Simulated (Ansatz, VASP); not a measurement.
# Cr in VASP and in Ansatz

The input INCAR:

```
SYSTEM = Cr
  PREC = Accurate
  ENCUT = 520
  EDIFF = 1E-6
  ISMEAR = 0
  SIGMA = 0.1
  LREAL = .FALSE.
  LASPH = .TRUE.
  NELM = 100
  ALGO = Normal
  ISIF = 2
  LWAVE = .FALSE.
  LCHARG = .FALSE.
  GGA = PE
  NBANDS = 12
```

File KPOINTS:

```
regular mesh
0
G
  20 20 20
  0 0 0
```

Contents of POSCAR:

```
Cr
1.0
    0.0000000000      1.8463568987      1.8463568987
    1.8463568987      0.0000000000      1.8463568987
    1.8463568987      1.8463568987      0.0000000000
Cr
1
Direct
    0.0000000000      0.0000000000      0.0000000000
```

Input for Ansatz:

```yaml
crystal:
  lattice:
    - [0.0, 1.8463568987, 1.8463568987]
    - [1.8463568987, 0.0, 1.8463568987]
    - [1.8463568987, 1.8463568987, 0.0]
  atoms:
    - { symbol: Cr, position: [0.0, 0.0, 0.0] }
basis:
  ecutwfc: 420
kpoints:
  mp_grid: { grid: [20, 20, 20] }
hamiltonian:
  xc: pbe
scf:
  occupations: { method: gaussian, width: 0.1 }
output:
  forces: true
  stress: true
  eigenvalues: true
  write_density: true
  write_potential: true
  elf: true
  volumetric_format: npy
```

Alike in both runs: task single point; functional PBE; k mesh 20 × 20 × 20; occupations gaussian, width 0.1 eV; no spin polarisation.

|  | VASP | Ansatz |
| --- | --- | --- |
| version | VASP 6.6.1 | Ansatz 0.2.0 |
| potentials or method | VASP PAW PBE potentials, release 64 (Cr_pv), cutoff 520 eV | scalar-relativistic, plane waves, PAW |
| valence electrons in the cell | 12 | 14 |

```tsv
	VASP	Ansatz	Ansatz less VASP
gap on the k mesh at the Fermi level (eV)	none	none	-
pressure (GPa)	-12.6	-12.2	+0.37
```

A gap of «none» marks a metal or a gap that the smearing closes. The functional is the same, so the differences come from potentials, cutoffs and numerics. VASP's potentials hold 12 valence electrons a cell and Ansatz's 14, so a difference there can come from the potentials and not from the codes.
